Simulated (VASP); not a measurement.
# C in VASP: single point with PBE

Aim: the single point of C with PBE.

Program: VASP 6.6.1. These are calculated values, not measurements. Logs are shortened: lines on timing, memory, paths and dates and some standing lists are left out, and cuts for length are marked.

**1. The cell of the first run**

The cell holds a slab with vacuum, 19 atoms: a = 7.398 Å, b = 7.398 Å, c = 13.000 Å, α = 90.00°, β = 90.00°, γ = 120.00°.

**2. Single point, PBE, collinear spin**

Input file INCAR:

```
  ALGO = Normal
  EDIFF = 1E-6
  ENCUT = 520
  GGA = PE
  GGA_COMPAT = F
  ISIF = 2
  ISMEAR = 0
  ISPIN = 2
  LASPH = T
  LCHARG = F
  LORBIT = 11
  LREAL = F
  LWAVE = F
  MAGMOM = 0 0 0 0 0 0 0 0 0 0 0 0 0 0 0 0 0 0 1
  NBANDS = 57
  NELM = 200
  NELMDL = -8
  PREC = Accurate
  SIGMA = 0.02
```

Input file KPOINTS:

```
k-points
0
Gamma
  2 2 1
```

Input file POSCAR:

```
C
1.0
    7.3980000272     -0.0000000157      0.0000000000
   -3.6990000272      6.4068559843      0.0000000000
    0.0000000000      0.0000000000     13.0000000000
C
19
Direct
   -0.0041717786     -0.0020858893      0.0751736789
    0.2168742623      0.1084371311      0.0724154411
    0.0014946322      0.3339939950      0.0701937147
    0.2225346397      0.4443032456      0.0740016764
    0.0014946322      0.6675006372      0.0701937147
    0.2225346397      0.7782313941      0.0740016764
    0.3288677044     -0.0008659680      0.0757725691
    0.5512538807      0.1105160796      0.0853543037
    0.3288677044      0.3297336724      0.0757725691
    0.5512538807      0.4407378011      0.0853543037
    0.3336644276      0.6668322138      0.0779424869
    0.5561107656      0.7780553828      0.0845001716
    0.6663633523     -0.0002213221      0.0852096386
    0.8864704850      0.1104034218      0.0774208507
    0.6740668525      0.3370334262      0.0754334629
    0.8969999226      0.4484999613      0.0657826927
    0.6663633523      0.6665846744      0.0852096386
    0.8864704850      0.7760670632      0.0774208507
    0.6050787296      0.3025393648      0.1890004597
```

Potentials or basis: VASP PAW PBE potentials, release 64 (C).

Started as:

```console
cat potpaw_PBE.64/C/POTCAR > POTCAR
mpirun -np 1 vasp_std > vasp.out
```

OUTCAR:

```text
EDIFF = 1E-6
   ENCUT = 520
   GGA = PE
   ISIF = 2
   ISMEAR = 0
   ISPIN = 2
   LASPH = T
   LORBIT = 11
   LREAL = F
   NELM = 200
   NELMDL = -8
   PREC = Accurate

 ion  position               nearest neighbor table
   1  0.996  0.998  0.075-   2 1.42  18 1.42  14 1.42
   2  0.217  0.108  0.072-   1 1.42   7 1.42   9 1.42
   3  0.001  0.334  0.070-  16 1.40   4 1.42  14 1.44
   4  0.223  0.444  0.074-   9 1.42   3 1.42  11 1.43
   5  0.001  0.668  0.070-  16 1.40   6 1.42  18 1.44
   6  0.223  0.778  0.074-   7 1.42   5 1.42  11 1.43
   7  0.329  0.999  0.076-   6 1.42   2 1.42   8 1.43
   8  0.551  0.111  0.085-   7 1.43  13 1.45  15 1.46  19 1.85
   9  0.329  0.330  0.076-   4 1.42   2 1.42  10 1.43
  10  0.551  0.441  0.085-   9 1.43  17 1.45  15 1.46  19 1.85
  11  0.334  0.667  0.078-   4 1.43   6 1.43  12 1.43
  12  0.556  0.778  0.085-  13 1.42  17 1.42  11 1.43
  13  0.666  1.000  0.085-  14 1.41  12 1.42   8 1.45
  14  0.886  0.110  0.077-  13 1.41   1 1.42   3 1.44
  15  0.674  0.337  0.075-  16 1.43   8 1.46  10 1.46  19 1.54
  16  0.897  0.448  0.066-   5 1.40   3 1.40  15 1.43
  17  0.666  0.667  0.085-  18 1.41  12 1.42  10 1.45
  18  0.886  0.776  0.077-  17 1.41   1 1.42   5 1.44
  19  0.605  0.303  0.189-  15 1.54   8 1.85  10 1.85

  LATTYP: Found a hexagonal cell.
 ALAT       =     7.3980000272
 C/A-ratio  =     1.7572316778

  Lattice vectors:

 A1 = (   7.3980000272,  -0.0000000157,   0.0000000000)
 A2 = (  -3.6990000272,   6.4068559843,   0.0000000000)
 A3 = (   0.0000000000,   0.0000000000,  13.0000000000)

Analysis of symmetry for initial positions (statically):
=====================================================================
 Subroutine PRICEL returns:
 Original cell was already a primitive cell.

 Routine SETGRP: Setting up the symmetry group for a
 hexagonal supercell.

 Subroutine GETGRP returns: Found  2 space group operations
 (whereof  2 operations were pure point group operations)
 out of a pool of 24 trial point group operations.

The static configuration has the point symmetry C_1h.

Analysis of symmetry for dynamics (positions and initial velocities):
=====================================================================
 Subroutine PRICEL returns:
 Original cell was already a primitive cell.

 Routine SETGRP: Setting up the symmetry group for a
 hexagonal supercell.

 Subroutine GETGRP returns: Found  2 space group operations
 (whereof  2 operations were pure point group operations)
[... 170 lines left out ...]

 Free energy of the ion-electron system (eV)
  ---------------------------------------------------
  ext. energy  EPLUGINS =         0.00000000
  ---------------------------------------------------
  free energy    TOTEN  =      -168.31472691 eV

  energy without entropy =     -168.31470721  energy(sigma->0) =     -168.31471706

 E-fermi :  -2.1059     XC(G=0):  -3.5243

 val. band max:       -2.1506060910   @ k =   0.0000   0.0000   0.0000
 cond. band min:      -2.0584648179   @ k =   0.0000   0.5000   0.0000
 fundamental gap:      0.0921412731
 Fermi energy:        -2.1059263575

 spin component 1

 k-point     1 :       0.0000    0.0000    0.0000
  band No.  band energies     occupation
      1     -22.2132      1.00000
      2     -20.3764      1.00000
      3     -19.2551      1.00000
      4     -19.2507      1.00000
      5     -19.1536      1.00000
      6     -19.0880      1.00000
[... 148 lines left out ...]
     49       3.8190      0.00000
     50       3.9042      0.00000
 Fermi energy:        -2.1059263575

 spin component 2

 k-point     1 :       0.0000    0.0000    0.0000
  band No.  band energies     occupation
      1     -22.2604      1.00000
      2     -20.4242      1.00000
      3     -19.2803      1.00000
      4     -19.2664      1.00000
      5     -19.1630      1.00000
      6     -19.1004      1.00000
[... 148 lines left out ...]
     49       3.7614      0.00000
     50       3.8759      0.00000
 [bands above 50 left out]

------------------------ aborting loop because EDIFF is reached ----------------------------------------

  FORCE on cell =-STRESS in cart. coord.  units (eV):
  Direction    XX          YY          ZZ          XY          YZ          ZX
  --------------------------------------------------------------------------------------
  -------------------------------------------------------------------------------------
  Total        6.7634107      1.9532765     -0.0162226      4.1656984     -0.0022180     -0.0038392
  in kB       17.5862685      5.0789233     -0.0421822     10.8316787     -0.0057673     -0.0099826
  external PRESSURE =       7.5410032 kB  Pullay stress =       0.0000000 kB

 VOLUME and BASIS-vectors are now :
 -----------------------------------------------------------------------------
  energy-cutoff  :      520.00
  volume of cell :      616.17
      direct lattice vectors                 reciprocal lattice vectors
     7.398000027 -0.000000016  0.000000000     0.135171668  0.078041399  0.000000000
    -3.699000027  6.406855984  0.000000000     0.000000000  0.156082797  0.000000000
     0.000000000  0.000000000 13.000000000     0.000000000  0.000000000  0.076923077

 POSITION                                       TOTAL-FORCE (eV/Angst)
 -----------------------------------------------------------------------------------
      3.67585      6.39349      0.97726        -0.000451     -0.000260     -0.004174
      1.20333      0.69474      0.94140        -0.001081     -0.000624      0.001652
     -1.22439      2.13985      0.91252         0.004761     -0.014116     -0.004033
      0.00283      2.84659      0.96202         0.006723      0.007882      0.002886
     -2.45803      4.27658      0.91252        -0.009844      0.011181     -0.004033
     -1.23237      4.98602      0.96202         0.010188      0.001881      0.002886
[... 11 lines left out ...]
      3.68744      4.97215      1.00647         0.001251     -0.005176     -0.002592
      3.35728      1.93833      2.45701        -0.003140     -0.001813      0.070026
 -----------------------------------------------------------------------------------
    total drift:                                0.000109      0.000063     -0.000266

  FREE ENERGIE OF THE ION-ELECTRON SYSTEM (eV)
  ---------------------------------------------------
  free  energy   TOTEN  =      -168.3147269084 eV

  energy  without entropy=     -168.3147072073  energy(sigma->0) =     -168.31471706

 total charge

# of ion       s       p       d       tot
------------------------------------------
    1        0.864   1.792   0.000   2.656
    2        0.861   1.808   0.000   2.670
    3        0.861   1.803   0.000   2.665
    4        0.863   1.797   0.000   2.660
    5        0.861   1.803   0.000   2.665
    6        0.863   1.797   0.000   2.660
[... 11 lines left out ...]
   18        0.862   1.785   0.000   2.646
   19        1.009   1.185   0.000   2.194
--------------------------------------------------
tot         16.506  33.385   0.000  49.891

 magnetization (x)

# of ion       s       p       d       tot
------------------------------------------
    1        0.000   0.004   0.000   0.004
    2       -0.000  -0.009   0.000  -0.010
    3       -0.000  -0.006   0.000  -0.006
    4       -0.000  -0.002   0.000  -0.002
    5       -0.000  -0.006   0.000  -0.006
    6       -0.000  -0.002   0.000  -0.002
[... 11 lines left out ...]
   18       -0.000  -0.007   0.000  -0.008
   19       -0.010  -0.191   0.000  -0.201
--------------------------------------------------
tot         -0.017  -0.263   0.000  -0.279
```

OSZICAR:

```text
N       E                     dE             d eps       ncg     rms          rms(c)
DAV:   1     0.630795864334E+03    0.63080E+03   -0.29556E+04   692   0.103E+03
[... 23 lines left out ...]
DAV:  25    -0.168314666541E+03   -0.11570E-03   -0.75116E-06   624   0.569E-03    0.308E-03
DAV:  26    -0.168314697238E+03   -0.30696E-04   -0.14377E-06   656   0.317E-03    0.137E-03
DAV:  27    -0.168314713878E+03   -0.16640E-04   -0.62512E-07   519   0.208E-03    0.693E-04
DAV:  28    -0.168314723590E+03   -0.97120E-05   -0.50137E-07   560   0.161E-03    0.260E-04
DAV:  29    -0.168314725657E+03   -0.20674E-05   -0.89942E-08   520   0.829E-04    0.264E-04
DAV:  30    -0.168314726683E+03   -0.10260E-05   -0.87350E-08   488   0.600E-04    0.252E-04
DAV:  31    -0.168314726908E+03   -0.22508E-06   -0.23676E-08   504   0.410E-04
   1 F= -.16831473E+03 E0= -.16831472E+03  d E =-.197011E-04  mag=    -0.5000
```

Wall time 10 min (1 thread of Oxide Virtual Turin-like, shared host); peak memory 0.87 GiB.

What came out:

| Quantity | Value |
| --- | --- |
| Free energy | -168.3147 eV |
| Largest force | 0.070 eV/Å |
| Net moment | -0.50 μB per cell |
| Site moments | C +0.00, -0.01, -0.00, +0.01, -0.02, -0.20 (each value once) μB |
| Valence electrons inside the program's atomic spheres | C 2.66, 2.67, 2.65, 2.61, 2.63, 2.64, 2.68, 2.19 (each value once) |

Forces in eV/Å, atoms in the order of the input:
```
C    0.000  0.000 -0.004
C   -0.001 -0.001  0.002
C    0.005 -0.014 -0.004
C    0.007  0.008  0.003
C   -0.010  0.011 -0.004
C    0.010  0.002  0.003
C    0.000 -0.005 -0.006
C    0.009 -0.013  0.001
C   -0.004  0.003 -0.006
C   -0.006  0.015  0.001
C    0.005  0.003  0.002
C   -0.006 -0.003  0.003
C   -0.006  0.003  0.003
C   -0.004  0.004 -0.003
C    0.009  0.005 -0.048
C   -0.005 -0.003 -0.013
C   -0.001 -0.007  0.003
C    0.001 -0.005 -0.003
C   -0.003 -0.002  0.070
```

Caveat: the k points lie up to 0.49 Å⁻¹ apart; there is no dipole correction, which matters where the two faces differ.
